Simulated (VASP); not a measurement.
A run of VASP 6.6.1 is set up as follows.

The input INCAR:

```
PREC = Accurate
ENCUT = 520
EDIFF = 1E-6
ISMEAR = -1
SIGMA = 0.05
LREAL = False
LASPH = True
NELM = 100
ALGO = Normal
ISIF = 2
LWAVE = False
LCHARG = False
GGA = PS
NBANDS = 13
```

Contents of KPOINTS:

```
Automatic mesh
0
Gamma
  8 8 4
```

POSCAR

```
Se
1.0
    1.3942690000     -4.0390030000      0.0000000000
    1.3942690000      4.0390030000      0.0000000000
    0.0000000000      0.0000000000      4.6134310000
Se
2
Direct
    0.9356550000      0.0643450000      0.2500000000
    0.0643450000      0.9356550000      0.7500000000
```

Potentials or basis: VASP PAW PBE potentials, release 64 (Se).

Command:

```console
$ cat potpaw_PBE.64/Se/POTCAR > POTCAR
$ mpirun -np 1 vasp_std > vasp.out
```

Q: Estimate the pressure.

A: -0.6 GPa.

Q: Estimate the largest force.

A: 0.089 eV/Å.

Q: Predict the band gap on the k mesh.

A: Zero (band 6 reaches 5.19 eV, above the bottom of band 7 at 2.36 eV).

Stress tensor (GPa, compression positive):
```
-1.40  0.00  0.00
 0.00 -1.03  0.00
 0.00  0.00  0.65
```

Caveat: the PAW data sets were made with another functional, which shifts forces and pressure a little.
